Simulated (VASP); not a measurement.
Here is a VASP 6.6.1 calculation.

INCAR

```
ALGO     = Normal         # electronic algorithm
EDIFF    = 1E-6           # SCF threshold, eV
ENCUT    = 520            # plane-wave cutoff, eV
GGA      = PS             # functional
ISIF     = 2              # what is computed and relaxed
ISMEAR   = 0              # smearing method
LASPH    = T              # aspherical terms in the spheres
LCHARG   = F              # write CHGCAR
LREAL    = F              # projectors in reciprocal space
LWAVE    = F              # write WAVECAR
NBANDS   = 44             # bands
NELM     = 80             # most SCF steps
PREC     = Accurate       # precision mode
SIGMA    = 0.03           # smearing width, eV
```

Contents of KPOINTS:

```
k-points
0
Gamma
  10 10 2
```

The input POSCAR:

```
Ge2Sb2Te5
1.0
    4.2018920850      0.0000002866      0.0000000000
   -2.1009462907      3.6389451463      0.0000000000
    0.0000000000      0.0000000000     17.1176325149
Te Sb Ge
5 2 2
Direct
    1.0000000000      1.0000000000      0.0000000000
    0.6666666667      0.3333333333      0.2187608327
    0.3333333333      0.6666666667      0.4203988362
    0.6666666667      0.3333333333      0.5796011638
    0.3333333333      0.6666666667      0.7812391673
    0.3333333333      0.6666666667      0.1166878627
    0.6666666667      0.3333333333      0.8833121373
    0.0000000000      1.0000000000      0.3378663167
    1.0000000000      0.0000000000      0.6621336833
```

Potentials or basis: VASP PAW PBE potentials, release 64 (Te, Sb, Ge_d).

Command:

```sh
$ cat potpaw_PBE.64/Te/POTCAR potpaw_PBE.64/Sb/POTCAR potpaw_PBE.64/Ge_d/POTCAR > POTCAR
$ mpirun -np 1 vasp_std > vasp.out
```

(1) Predict the pressure.

(2) Estimate the largest force.

(3) Estimate the band gap on the k mesh.

Answers

(1) 0.2 GPa.

(2) 0.028 eV/Å.

(3) 0.06 eV (least direct gap 0.12 eV).

Caveat: the PAW data sets were made with another functional, which shifts forces and pressure a little; spin-orbit coupling is left out, which moves the levels of the heavy elements.
